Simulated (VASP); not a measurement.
Runs of VASP 6.6.1 on Ni. Symmetry: Im-3m, No. 229, cubic system. The conventional cell has a = 2.767 Å, b = 2.767 Å, c = 2.767 Å, α = 90.00°, β = 90.00°, γ = 90.00°. Ni (site symmetry m-3m) has 14 Ni at 2.40 to 2.77 Å within 3.2 Å. This isn't the form of Ni at room conditions, which is fcc.

```tsv
k mesh	gap on the mesh (eV)	pressure (GPa)	moment (μB)
9 × 9 × 9	none	-2.7	(b)
7 × 7 × 7	none	-3.3	0.47
11 × 11 × 11	none	-2.3	0.55
5 × 5 × 5	none	(c)	0.81
14 × 14 × 14	none	-2.7	(a)
```

Alike in all rows: task single point; level PBEsol; potentials or basis VASP PAW PBE potentials, release 64 (Ni); spin collinear, ferromagnetic start; cell as given; cutoff (eV) 600; smearing fermi-dirac 0.1 eV.

Q: Estimate the missing entries.

A: (a) 0.48; (b) 0.50; (c) 0.0.

Caveats: some runs use coarse meshes; the PAW data sets were made with another functional, which shifts forces and pressure a little.

A gap of «none» marks levels without a gap at the run's occupations.
